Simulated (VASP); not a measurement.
Write the native input for VASP 6.6.1 that does the following.

- Task: single point
- Functional: PBEsol
- Potentials or basis: VASP PAW PBE potentials, release 64 (W_sv, Te)
- Cutoff: 500 eV
- k mesh: 12 × 12 × 12
- Occupations: fermi-dirac, width 0.05 eV
- Spin: collinear spin
- Starting moments: [1.0, 0.0] μB
- Dipole correction: no
- Further INCAR settings: ALGO = Normal; EDIFF = 1e-06; NBANDS = 21

The structure of TeW lies in POSCAR:

```
TeW
1.0
    0.0000000000      3.0241765070      3.0241765070
    3.0241765070      0.0000000000      3.0241765070
    3.0241765070      3.0241765070      0.0000000000
W Te
1 1
Direct
    0.0000000000      0.0000000000      0.0000000000
    0.2500000000      0.2500000000      0.2500000000
```

The input as run:

INCAR

```
SYSTEM = TeW
PREC     = Accurate       ! precision mode
ENCUT    = 500            ! plane-wave cutoff, eV
EDIFF    = 1E-6           ! SCF threshold, eV
ISMEAR   = -1             ! smearing method
SIGMA    = 0.05           ! smearing width, eV
LREAL    = .FALSE.        ! projectors in reciprocal space
LASPH    = .TRUE.         ! aspherical terms in the spheres
NELM     = 200            ! most SCF steps
ALGO     = Normal         ! electronic algorithm
ISIF     = 2              ! what is computed and relaxed
LWAVE    = .FALSE.        ! write WAVECAR
LCHARG   = .TRUE.         ! write CHGCAR
ISPIN    = 2              ! spin polarisation
MAGMOM   = 1 0            ! initial moments
LORBIT   = 11             ! projections on sites
LMAXMIX  = 4              ! l up to which the mixer works
GGA      = PS             ! functional
LELF     = .TRUE.         ! ELF
LVHAR    = .TRUE.       
NBANDS   = 21             ! bands
GGA_COMPAT= .FALSE.
```

KPOINTS

```
regular mesh
0
G
  12 12 12
  0 0 0
```

Potentials or basis: VASP PAW PBE potentials, release 64 (W_sv, Te).

The run is started by

```console
$ cat potpaw_PBE.64/W_sv/POTCAR potpaw_PBE.64/Te/POTCAR > POTCAR
$ mpirun -np 1 vasp_std > vasp.out
```

Results of the run:

```yaml
Pressure: 0.1 GPa
Net_moment: 1.36 μB per cell
Site_moments: W +1.06; Te -0.02 μB
Valence_electrons_inside_the_program's_atomic_spheres: W 12.02; Te 3.54
```

Caveat: the PAW data sets were made with another functional, which shifts forces and pressure a little.

It took 3 min on 1 thread of Intel Xeon 8259CL, with other jobs on the host, peak memory 0.28 GiB.
